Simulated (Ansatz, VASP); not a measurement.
Two plane-wave programs on BN

File INCAR:

```
ALGO     = Normal         # electronic algorithm
EDIFF    = 1E-6           # SCF threshold, eV
ENCUT    = 520            # plane-wave cutoff, eV
GGA      = PE             # functional
ISIF     = 2              # what is computed and relaxed
ISMEAR   = 1              # smearing method
IVDW     = 12             # dispersion correction
LASPH    = True           # aspherical terms in the spheres
LCHARG   = False          # write CHGCAR
LREAL    = False          # projectors in reciprocal space
LWAVE    = False          # write WAVECAR
NBANDS   = 16             # bands
NELM     = 80             # most SCF steps
PREC     = Accurate       # precision mode
SIGMA    = 0.05           # smearing width, eV
```

The input KPOINTS:

```
k-points
0
Gamma
  12 12 4
```

POSCAR

```
BN
1.0
    2.5061127838      0.0000000000      0.0000000000
   -1.2530563919      2.1703573356      0.0000000000
    0.0000000000      0.0000000000      6.5923998870
B N
2 2
Direct
   -0.0576388839      0.0000000000      0.5000000000
    0.3910721554      0.6666666667      0.0000000000
    0.0574605692      0.0000000000      0.0000000000
    0.6091289695      0.3333333333      0.5000000000
```

Input for Ansatz:

```yaml
crystal:
  lattice:
    - [2.5061127838, 0.0, 0.0]
    - [-1.2530563919, 2.1703573356, 0.0]
    - [0.0, 0.0, 6.592399887]
  atoms:
    - { symbol: B, position: [-0.0576388839, 0.0, 0.5] }
    - { symbol: B, position: [0.3910721554, 0.6666666667, 0.0] }
    - { symbol: "N", position: [0.0574605692, 0.0, 0.0] }
    - { symbol: "N", position: [0.6091289695, 0.3333333333, 0.5] }
basis:
  ecutwfc: 520.0
kpoints:
  mp_grid: { grid: [12, 12, 4] }
hamiltonian:
  xc: pbe
  dispersion: d3bj
scf:
  occupations: { method: methfessel_paxton, width: 0.05 }
output:
  forces: true
  stress: true
  eigenvalues: true
```

Change from the starting cell: mode 4 frozen in at -0.145 Å and mode 10 at +0.000 Å (largest displacements).

Alike in both runs: task single point; functional PBE; dispersion D3(BJ); k mesh 12 × 12 × 4; occupations methfessel-paxton of order 1, width 0.05 eV; no spin polarisation.

```csv
,VASP,Ansatz
version,VASP 6.6.1,Ansatz 0.2.0
potentials or method,"VASP PAW PBE potentials, release 64 (B, N), cutoff 520 eV","scalar-relativistic, plane waves, PAW"
valence electrons in the cell,16,16
```

```csv
,VASP,Ansatz,Ansatz less VASP
gap on the k mesh at the Fermi level (eV),3.94,3.95,+0.007
least direct gap on the mesh (eV),4.29,4.29,+0.003
pressure (GPa),0.1,0.1,-0.05
"traceless stress, the component that is largest in VASP (GPa)",0.25,0.25,+0.006
rms of the force components (eV/Å),0.009,0.009,+0.0001
```

Atom by atom the forces differ by 0.000 eV/Å (rms over components).
